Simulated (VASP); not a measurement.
# WSe2: density of states with PBE

Crystal: WSe2.

```
W Se
1.0
     3.29000    0.00000    0.00000
    -1.64500    2.84922    0.00000
     0.00000    0.00000   12.97000
W Se
2 4
Direct
  0.33333 0.66667 0.25000
  0.66667 0.33333 0.75000
  0.33333 0.66667 0.62100
  0.66667 0.33333 0.12100
  0.33333 0.66667 0.87900
  0.66667 0.33333 0.37900
```

| Item | Value |
| --- | --- |
| Program | VASP 6.6.1 |
| Task | density of states |
| Functional | PBE |
| Potentials or basis | VASP PAW PBE potentials, release 64 (W_sv, Se) |
| Cutoff | 520 eV |
| k mesh | 10 × 10 × 3 |
| Occupations | fermi-dirac, width 0.08 eV |
| Spin | no spin polarisation |
| Dipole correction | no |
| k mesh for the DOS | 15 × 15 × 5 |
| Occupations for the DOS | tetrahedron |
| Further INCAR settings | ALGO = Normal; EDIFF = 1e-07; NBANDS = 35 |

* Valence electrons inside the program's atomic spheres: W 11.97; Se 3.90

Levels at points of the mesh, in eV from the valence-band top:
| k point | band 23 | band 24 | band 25 | band 26 | band 27 | band 28 | band 29 | band 30 |
| --- | --- | --- | --- | --- | --- | --- | --- | --- |
| (0.00, 0.00, 0.00) | -1.51 | -1.11 | -1.07 | 0.00 | 2.63 | 2.63 | 2.68 | 2.68 |

Wall time 5.4 min on 1 thread of Intel Xeon 6975P-C, on a shared host, peak memory 0.41 GiB.

Caveat: spin-orbit coupling is left out, which moves the levels of the heavy elements.
